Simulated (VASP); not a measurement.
# MgO2: relaxation of shape and atoms at fixed volume with PBEsol

MgO2:

```
CELL_PARAMETERS angstrom
1.54823 0.89387 3.40107
-1.54823 0.89387 3.40107
0.00000 -1.78774 3.40107
ATOMIC_POSITIONS crystal
Mg 0.00000 0.00000 0.00000
O 0.42914 0.42914 0.42914
O 0.57086 0.57086 0.57086
```

```json
{
  "Program": "VASP 6.6.1",
  "Task": "relaxation of shape and atoms at fixed volume",
  "Functional": "PBEsol",
  "Potentials or basis": "VASP PAW PBE potentials, release 64 (Mg, O)",
  "Cutoff": "600 eV",
  "k mesh": "12 × 12 × 12",
  "Occupations": "gaussian, width 0.02 eV",
  "Spin": "no spin polarisation",
  "Dipole correction": "no",
  "Further INCAR settings": "ALGO = Normal; EDIFF = 1e-06; IBRION = 2; EDIFFG = -0.01; NSW = 50; ISIF = 4"
}
```

```
Energy gained by relaxing : 1.1 meV/atom
Ionic steps               : 6
Pressure after relaxing   : 8.5 GPa
Band gap on the k mesh    : 2.58 eV
```

The path:
| step | energy change (eV) | largest force (eV/Å) | pressure (GPa) | volume (Å³) |
| --- | --- | --- | --- | --- |
| 1 | 0.0000 | 0.3804 | 9.22 | 28.24 |
| 2 | 0.0170 | 1.0106 | 7.51 | 28.24 |
| 3 | -0.0030 | 0.0417 | 8.60 | 28.24 |
| 4 | -0.0030 | 0.0346 | 8.66 | 28.24 |
| 5 | -0.0032 | 0.0159 | 8.58 | 28.24 |
| 6 | -0.0033 | 0.0019 | 8.52 | 28.24 |

Final structure:
```xyz
3
Lattice="1.5442 0.8916 3.4188 -1.5442 0.8916 3.4188 0.0000 -1.7831 3.4188" Properties=species:S:1:pos:R:3 pbc="T T T"
Mg    0.0000    0.0000    0.0000
O     0.0000    0.0000    4.3988
O     0.0000    0.0000    5.8576
```

Levels at points of the mesh, in eV from the valence-band top:
```
           k point  band 5  band 6  band 7  band 8  band 9  band 10
(0.00, 0.00, 0.00)   -3.58   -0.93   -0.93    5.00    5.12    12.71
(0.50, 0.00, 0.00)   -4.01   -1.39   -1.33    4.41    8.96    11.15
(0.50, 0.50, 0.00)   -4.70   -2.41   -0.21    3.78    7.98    11.69
(0.50, 0.50, 0.50)   -4.17    0.00    0.00    2.58    5.08    10.25
```

It took 2.3 min on 1 thread of AMD EPYC 9R45 96-Core Processor (Zen 5), on a shared host, peak memory 0.21 GiB.

Caveat: the PAW data sets were made with another functional, which shifts forces and pressure a little. A k mesh can miss the band edges.
